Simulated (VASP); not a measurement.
Write the native input for VASP 6.6.1 that does the following.

| Property | Result |
| --- | --- |
| Task | relaxation of cell and atoms |
| Functional | PBEsol |
| Potentials or basis | VASP PAW PBE potentials, release 64 (Ti_sv) |
| Cutoff | 600 eV |
| k mesh | 21 × 21 × 21 |
| Occupations | fermi-dirac, width 0.1 eV |
| Spin | no spin polarisation |
| Target pressure | 380 GPa |
| Dipole correction | no |
| Further INCAR settings | ALGO = Normal; EDIFF = 1e-06; IBRION = 2; EDIFFG = -0.005; NSW = 32; ISIF = 3 |

The structure of Ti lies in POSCAR:

```
Ti
1.0
   -1.8334347210      1.8334347210      1.0586397783
    1.8334347210     -1.8334347210      1.0586397783
    1.8334347210      1.8334347210     -1.0586397783
Ti
2
Direct
   -0.3750000000     -0.1250000000     -0.2500000000
    0.3750000000      0.1250000000      0.2500000000
```

These files were run (other wordings do the same):

INCAR

```
SYSTEM = Ti
PREC     = Accurate       ! precision mode
ENCUT    = 600            ! plane-wave cutoff, eV
EDIFF    = 1E-6           ! SCF threshold, eV
ISMEAR   = -1             ! smearing method
SIGMA    = 0.1            ! smearing width, eV
LREAL    = .False.        ! projectors in reciprocal space
LASPH    = .True.         ! aspherical terms in the spheres
NELM     = 80             ! most SCF steps
ALGO     = Normal         ! electronic algorithm
ISIF     = 3              ! what is computed and relaxed
LWAVE    = .False.        ! write WAVECAR
LCHARG   = .False.        ! write CHGCAR
GGA      = PS             ! functional
IBRION   = 2              ! ionic algorithm
NSW      = 32             ! ionic steps
EDIFFG   = -0.005         ! ionic threshold
PSTRESS  = 3800.0
```

KPOINTS

```
Automatic mesh
0
Gamma
  21 21 21
  0 0 0
```

Potentials or basis: VASP PAW PBE potentials, release 64 (Ti_sv).

The run is started by

```sh
$ cat potpaw_PBE.64/Ti_sv/POTCAR > POTCAR
$ mpirun -np 1 vasp_std > vasp.out
```

Results of the run:

The relaxed volume is 7.23 Å³/atom. The relaxed cell is a = 2.830 Å, b = 2.830 Å, c = 2.830 Å, α = 97.84°, β = 97.84°, γ = 136.64°. The space group after relaxing (to 0.1 Å) is I4_1/amd (No. 141) and the energy change on relaxing (the run minimises the enthalpy) is -290.4 meV/atom. The ionic steps are 8. The pressure after relaxing is 380.0 GPa and the band gap on the k mesh is zero (bands 12 and 13 overlap by 2.91 eV).

Caveat: the cell is relaxed towards a set pressure, so the run minimises the enthalpy, not the energy; atoms lie so close that the PAW spheres overlap strongly, which falsifies energies and pressures; the PAW data sets were made with another functional, which shifts forces and pressure a little.

Run time: 7.1 min on 1 thread of Intel(R) Xeon(R) 6975P-C (Granite Rapids) (shared host), peak memory 0.32 GiB.
